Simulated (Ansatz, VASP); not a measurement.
# One calculation of SrTiO3, two programs

File INCAR:

```
  PREC = Accurate
  ENCUT = 520
  EDIFF = 1E-7
  ISMEAR = 0
  SIGMA = 0.05
  LREAL = False
  LASPH = True
  NELM = 80
  ALGO = Normal
  ISIF = 2
  LWAVE = False
  LCHARG = True
  GGA = PE
  LELF = True
  LVHAR = True
  NBANDS = 28
```

The input KPOINTS:

```
regular mesh
0
Gamma
  8 8 8
```

File POSCAR:

```
SrTiO3
1.0
    4.0544956752      0.0000000000      0.0000000000
    0.0000000000      4.0544956752      0.0000000000
    0.0000000000      0.0000000000      3.8773575147
Sr Ti O
1 1 3
Direct
    0.0000000000      0.0000000000      0.0000000000
    0.5000000000      0.5000000000      0.5000000000
    0.0000000000      0.5000000000      0.5000000000
    0.5000000000      0.0000000000      0.5000000000
    0.5000000000      0.5000000000      0.0000000000
```

Input for Ansatz:

```yaml
crystal:
  lattice:
    - [4.0544956752, 0.0, 0.0]
    - [0.0, 4.0544956752, 0.0]
    - [0.0, 0.0, 3.8773575147]
  atoms:
    - { symbol: Sr, position: [0.0, 0.0, 0.0] }
    - { symbol: Ti, position: [0.5, 0.5, 0.5] }
    - { symbol: O, position: [0.0, 0.5, 0.5] }
    - { symbol: O, position: [0.5, 0.0, 0.5] }
    - { symbol: O, position: [0.5, 0.5, 0.0] }
basis:
  ecutwfc: 420
kpoints:
  mp_grid: { grid: [8, 8, 8] }
hamiltonian:
  xc: pbe
scf:
  occupations: { method: gaussian, width: 0.05 }
output:
  forces: true
  stress: true
  eigenvalues: true
```

Change from the starting cell: strain +0.030 along x and y, -0.015 along z, atoms carried along.

Alike in both runs: task single point; functional PBE; k mesh 8 × 8 × 8; occupations gaussian, width 0.05 eV; no spin polarisation.

```csv
,VASP,Ansatz
version,VASP 6.6.1,Ansatz 0.2.0
potentials or method,"VASP PAW PBE potentials, release 64 (Sr_sv, Ti_sv, O), cutoff 520 eV","scalar-relativistic, plane waves, PAW"
valence electrons in the cell,40,40
```

VASP gave:

- gap on the k mesh at the Fermi level (eV): 1.67
- least direct gap on the mesh (eV): 2.05
- pressure (GPa): -5.8
- traceless stress, the component that is largest in VASP (GPa): 5.77

**Question.** Estimate Ansatz's values.

**Answer.** gap on the k mesh at the Fermi level (eV): 1.70; least direct gap on the mesh (eV): 2.07; pressure (GPa): -6.3; traceless stress, the component that is largest in VASP (GPa): 5.67.
